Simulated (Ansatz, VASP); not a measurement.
**One calculation of Lu, two programs**

```xyz
2
Lattice="3.5065 0.0000 0.0000 -1.7532 3.0367 0.0000 0.0000 0.0000 5.4754" Properties=species:S:1:pos:R:3 pbc="T T T"
Lu    0.0000    2.0245    1.3689
Lu    1.7532    1.0122    4.1066
```

Alike in both runs: functional PBE; k mesh 14 × 14 × 8; occupations fermi-dirac, width 0.08 eV; no spin polarisation.

Ansatz relaxed the structure, and its values are those at the end. VASP's run is a single point on that final structure, the one shown.

|  | VASP | Ansatz |
| --- | --- | --- |
| version | VASP 6.6.1 | Ansatz 0.2.0 |
| potentials or method | VASP PAW PBE potentials, release 64 (Lu) | PAW with Ansatz's default frozen-core files, scalar-relativistic |
| plane-wave cutoff (eV) | 520 | 420 |
| valence electrons in the cell | 50 | 50 |

|  | VASP | Ansatz | Ansatz less VASP |
| --- | --- | --- | --- |
| pressure (GPa) | 0.1 | 0.0 | -0.13 |

Neither program's run includes spin-orbit coupling.
